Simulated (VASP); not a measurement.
Runs of VASP 6.6.1 on Cu. The structure is that of space group Fm-3m (No. 225), or close to it. The cells are those of the table. 

```csv
cell,gap on the mesh (eV),pressure (GPa)
"a = 2.575 Å, angles 60.0°, 1 atom",none,-5.2
"a = 2.496 Å, angles 60.0°, 1 atom",none,9.1
"a = 2.550 Å, angles 60.0°, 1 atom",none,-1.3
"a = 2.601 Å, angles 60.0°, 1 atom",none,(a)
```

Alike in all rows: task single point; level HSE06; potentials or basis VASP PAW PBE potentials, release 64 (Cu_sv_GW); no spin polarisation; k mesh 6 × 6 × 6; cutoff (eV) 610; smearing fermi-dirac 0.1 eV.

**Question.** Estimate the missing entries.

**Answer.** (a) -8.5.

Caveats: all runs use coarse meshes; the PAW data sets were made with another functional, which shifts forces and pressure a little.

A gap of «none» marks levels without a gap at the run's occupations.
